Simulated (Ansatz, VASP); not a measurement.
**One calculation of HgTe, two programs**

```
Hg Te
1.0
     0.00000    3.29241    3.29241
     3.29241    0.00000    3.29241
     3.29241    3.29241    0.00000
Hg Te
1 1
Direct
  0.00000 0.00000 0.00000
  0.25000 0.25000 0.25000
```

Alike in both runs: task single point; functional PBE; k mesh 6 × 6 × 6; occupations fermi-dirac, width 0.02 eV; no spin polarisation.

|  | VASP | Ansatz |
| --- | --- | --- |
| version | VASP 6.6.1 | Ansatz 0.2.0 |
| potentials or method | VASP PAW PBE potentials, release 64 (Hg, Te) | plane waves, PAW |
| plane-wave cutoff (eV) | 520 | 420 |
| valence electrons in the cell | 18 | 36 |

|  | VASP | Ansatz | Ansatz less VASP |
| --- | --- | --- | --- |
| pressure (GPa) | 1.2 | 1.2 | -0.05 |

VASP's potentials hold 18 valence electrons a cell and Ansatz's 36, so a difference there can come from the potentials and not from the codes.

Spin-orbit coupling is off throughout.
